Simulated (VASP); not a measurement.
# B3N2 (P-62m) in VASP: notebook

The runs below take B3N2 through single point, with PBE.

All numbers are computed with VASP 6.6.1; they aren't measurements. Logs are shortened: lines on timing, memory, paths and dates and some standing lists are left out, and cuts for length are marked.

**1. The cell of the first run**

It takes space group P-62m (No. 189, hexagonal). The conventional cell has a = 3.448 Å, b = 3.448 Å, c = 4.401 Å, α = 90.00°, β = 90.00°, γ = 120.00°. B (site symmetry m2m) has 2 N at 1.55 Å and 6 B at 1.98 to 2.01 Å within 2.1 Å. N (site symmetry 3m) has 3 B at 1.55 Å and 1 N at 2.07 Å within 2.1 Å.

The cell was generated, and may not be a known phase.

**2. Single point, PBE**

The input, INCAR:

```
  ALGO = Normal
  EDIFF = 1E-6
  ENCUT = 1330
  GGA = PE
  GGA_COMPAT = False
  ISIF = 2
  ISMEAR = 0
  LASPH = True
  LCHARG = True
  LELF = True
  LREAL = False
  LVHAR = True
  LWAVE = False
  NBANDS = 18
  NELM = 120
  PREC = Accurate
  SIGMA = 0.1
```

The input, KPOINTS:

```
k-points
0
Gamma
  6 6 4
```

The input, POSCAR:

```
B3N2
1.0
    3.4477206273      0.0000000000      0.0000000000
   -1.7238603136      2.9858136484      0.0000000000
    0.0000000000      0.0000000000      4.4012131937
B N
3 2
Direct
    0.3358509262      0.0000000000      0.0000000000
    0.0000000000      0.3358509262      0.0000000000
    0.6641490738      0.6641490738      0.0000000000
    0.0000000000      0.0000000000      0.7651521541
    0.0000000000      0.0000000000      0.2348478459
```

Potentials or basis: VASP PAW PBE potentials, release 64 (B_h, N_h).

On the command line:

```
cat potpaw_PBE.64/B_h/POTCAR potpaw_PBE.64/N_h/POTCAR > POTCAR
mpirun -np 1 vasp_std > vasp.out
```

OUTCAR:

```text
EDIFF = 1E-6
   ENCUT = 1330
   GGA = PE
   ISIF = 2
   ISMEAR = 0
   LASPH = True
   LREAL = False
   NELM = 120
   PREC = Accurate

 ion  position               nearest neighbor table
   1  0.336  0.000  0.000-
   2  0.000  0.336  0.000-
   3  0.664  0.664  0.000-
   4  0.000  0.000  0.765-
   5  0.000  0.000  0.235-

  LATTYP: Found a hexagonal cell.
 ALAT       =     3.4477206273
 C/A-ratio  =     1.2765573750

  Lattice vectors:

 A1 = (   3.4477206273,   0.0000000000,   0.0000000000)
 A2 = (  -1.7238603136,   2.9858136484,   0.0000000000)
 A3 = (   0.0000000000,   0.0000000000,   4.4012131937)

Analysis of symmetry for initial positions (statically):
=====================================================================
 Subroutine PRICEL returns:
 Original cell was already a primitive cell.

 Routine SETGRP: Setting up the symmetry group for a
 hexagonal supercell.

 Subroutine GETGRP returns: Found 12 space group operations
 (whereof 12 operations were pure point group operations)
 out of a pool of 24 trial point group operations.

The static configuration has the point symmetry D_3h.

Analysis of symmetry for dynamics (positions and initial velocities):
=====================================================================
 Subroutine PRICEL returns:
 Original cell was already a primitive cell.

 Routine SETGRP: Setting up the symmetry group for a
 hexagonal supercell.

 Subroutine GETGRP returns: Found 12 space group operations
 (whereof 12 operations were pure point group operations)
 out of a pool of 24 trial point group operations.

The dynamic configuration has the point symmetry D_3h.

 Subroutine INISYM returns: Found 12 space group operations
 (whereof 12 operations are pure point group operations),
 and found     1 'primitive' translations

----------------------------------------------------------------------------------------

                                     Primitive cell

  volume of cell :      45.3072

  direct lattice vectors                    reciprocal lattice vectors
[... 77 lines left out ...]
   NGX,Y,Z   is equivalent  to a cutoff of  20.25, 20.25, 20.40 a.u.
   NGXF,Y,Z  is equivalent  to a cutoff of  40.50, 40.50, 40.79 a.u.
 SYSTEM =  unknown system
   PREC   = accura    normal or accurate (medium, high low for compatibility)
   ISTART =      0    job   : 0-new  1-cont  2-samecut
   ICHARG =      2    charge: 1-file 2-atom 10-const
   ISPIN  =      1    spin polarized calculation?
   LNONCOLLINEAR =      F non collinear calculations
   LSORBIT =      F    spin-orbit coupling
   LASPH  =      T    aspherical Exc in radial PAW
   ENCUT  = 1330.0 eV  97.75 Ry    9.89 a.u.  10.25 10.25 13.09*2*pi/ulx,y,z
   NELM   =    120;   NELMIN=  2; NELMDL= -5     # of ELM steps
   EDIFF  = 0.1E-05   stopping-criterion for ELM
   LREAL  =      F    real-space projection
[... 7 lines left out ...]
   TEBEG  =    0.0;   TEEND  =   0.0 temperature during run
   PSTRESS=    0.0 pullay stress
   NELECT =      19.0000    total number of electrons
   NUPDOWN=      -1.0000    fix difference up-down
   EMIN   =  10.00;   EMAX   =-10.00  energy-range for DOS
   EFERMI =   0.00;   METHOD = LEGACY
   ISMEAR =     0;   SIGMA  =   0.10  broadening in eV -4-tet -1-fermi 0-gaus
   EFERMI_NEDOS =   21; number of points for ismear=-14 and -15
   IALGO  =     38    algorithm
   IMIX   =      4    mixing-type and parameters
     AMIX     =   0.40;   BMIX     =  1.00
     AMIX_MAG =   1.60;   BMIX_MAG =  1.00
  volume/ion in A,a.u.               =       9.06        61.15
  Fermi-wavevector in a.u.,A,eV,Ry     =   1.225379  2.315630 20.429866  1.501553
  Thomas-Fermi vector in A             =   2.360419
   LORBIT       =      0    0 simple, 1 ext, 2 COOP (PROOUT), +10 PAW based schemes
   GGA     = PE    functional components
   LHFCALC =     F    Hartree Fock is set to
   AEXX    =    0.0000 exact exchange contribution
   IVDW    =     0    specifies the selected vdW correction
   LEPSILON=     F    determine dielectric tensor
   LRPA    =     F    only Hartree local field effects (RPA)
 non-spin polarized calculation
 Gauss-broadening in eV      SIGMA  =   0.10
  energy-cutoff  :     1330.00
  volume of cell :       45.31
 maximum number of plane-waves:      5020
 NGX is ok and might be reduce to    42
   NGX = 21   NGY = 21   NGZ = 27

 number of electron      19.0000000 magnetization

 Free energy of the ion-electron system (eV)
  ---------------------------------------------------
  ext. energy  EPLUGINS =         0.00000000
  ---------------------------------------------------
  free energy    TOTEN  =       -33.78882731 eV

  energy without entropy =      -33.77010482  energy(sigma->0) =      -33.77946606

 E-fermi :   4.9993     XC(G=0): -10.1790

 val. band max:        4.9891665160   @ k =   0.3333   0.0000   0.2500
 cond. band min:       5.0556364713   @ k =   0.3333   0.1667   0.2500
 fundamental gap:      0.0664699553
 Fermi energy:         4.9992851668

 k-point     1 :       0.0000    0.0000    0.0000
  band No.  band energies     occupation
      1     -15.6105      2.00000
      2      -9.7134      2.00000
      3      -2.7281      2.00000
      4      -2.1382      2.00000
      5      -2.1382      2.00000
      6      -2.0586      2.00000
[... 418 lines left out ...]
      5      -0.6215      2.00000
      6      -0.6215      2.00000
[... 10 lines left out ...]
     17      16.6168      0.00000
     18      16.7413      0.00000

------------------------ aborting loop because EDIFF is reached ----------------------------------------

  FORCE on cell =-STRESS in cart. coord.  units (eV):
  Direction    XX          YY          ZZ          XY          YZ          ZX
  --------------------------------------------------------------------------------------
  -------------------------------------------------------------------------------------
  Total       -0.0763066     -0.0763066     -0.1358678     -0.0000000      0.0000000      0.0000000
  in kB       -2.6983959     -2.6983959     -4.8046286     -0.0000000      0.0000000      0.0000000
  external PRESSURE =      -3.4004735 kB  Pullay stress =       0.0000000 kB

 VOLUME and BASIS-vectors are now :
 -----------------------------------------------------------------------------
  energy-cutoff  :     1330.00
  volume of cell :       45.31
      direct lattice vectors                 reciprocal lattice vectors
     3.447720627  0.000000000  0.000000000     0.290046703  0.167458542  0.000000000
    -1.723860314  2.985813648  0.000000000     0.000000000  0.334917084  0.000000000
     0.000000000  0.000000000  4.401213194     0.000000000  0.000000000  0.227210080

 POSITION                                       TOTAL-FORCE (eV/Angst)
 -----------------------------------------------------------------------------------
      1.15792      0.00000      0.00000         0.009298     -0.000000      0.000000
     -0.57896      1.00279      0.00000        -0.004649      0.008052      0.000000
      1.14490      1.98303      0.00000        -0.004649     -0.008052      0.000000
      0.00000      0.00000      3.36760        -0.000000      0.000000     -0.024892
      0.00000      0.00000      1.03362        -0.000000     -0.000000      0.024892
 -----------------------------------------------------------------------------------
    total drift:                               -0.000000     -0.000000      0.000000

  FREE ENERGIE OF THE ION-ELECTRON SYSTEM (eV)
  ---------------------------------------------------
  free  energy   TOTEN  =       -33.7888273106 eV

  energy  without entropy=      -33.7701048164  energy(sigma->0) =      -33.77946606
```

OSZICAR:

```text
N       E                     dE             d eps       ncg     rms          rms(c)
DAV:   1     0.993880305676E+02    0.99388E+02   -0.15141E+04   756   0.196E+03
DAV:   2    -0.248209682962E+02   -0.12421E+03   -0.11758E+03  1028   0.259E+02
DAV:   3    -0.352706169130E+02   -0.10450E+02   -0.10294E+02   936   0.714E+01
DAV:   4    -0.354675533750E+02   -0.19694E+00   -0.19611E+00  1056   0.105E+01
DAV:   5    -0.354716941685E+02   -0.41408E-02   -0.41376E-02   982   0.155E+00    0.689E+00
DAV:   6    -0.339354318527E+02    0.15363E+01   -0.27140E+00   988   0.117E+01    0.265E+00
DAV:   7    -0.338041374449E+02    0.13129E+00   -0.58855E-01   910   0.523E+00    0.148E+00
DAV:   8    -0.337856345674E+02    0.18503E-01   -0.98383E-02  1024   0.212E+00    0.380E-01
DAV:   9    -0.337882151652E+02   -0.25806E-02   -0.21488E-02   834   0.104E+00    0.169E-01
DAV:  10    -0.337885574683E+02   -0.34230E-03   -0.23710E-03   840   0.416E-01    0.451E-02
DAV:  11    -0.337888055175E+02   -0.24805E-03   -0.47023E-04   902   0.169E-01    0.230E-02
DAV:  12    -0.337888257495E+02   -0.20232E-04   -0.36390E-05   862   0.449E-02    0.758E-03
DAV:  13    -0.337888269912E+02   -0.12417E-05   -0.64314E-06   964   0.190E-02    0.112E-03
DAV:  14    -0.337888273106E+02   -0.31947E-06   -0.54473E-07   658   0.553E-03
   1 F= -.33788827E+02 E0= -.33779466E+02  d E =-.187225E-01
```

Wall time 92 s (1 thread of AMD EPYC 7R43 (Zen 3), shared host); peak memory 0.27 GiB.

What came out:

```
Free energy            : -33.7888 eV
Pressure               : -0.3 GPa
Largest force          : 0.025 eV/Å
Band gap on the k mesh : zero (an odd number of electrons rules out a gap without spin polarisation)
```

Forces in eV/Å, atoms in the order of the input:
```
B    0.009  0.000  0.000
B   -0.005  0.008  0.000
B   -0.005 -0.008  0.000
N    0.000  0.000 -0.025
N    0.000  0.000  0.025
```

Caveat: an odd number of electrons without spin polarisation forces a metal; a magnetic or distorted state may lie lower.

(Part 1 of 3 ends here.)

The gap in the log of VASP goes by the Fermi energy; the results here count the filled bands.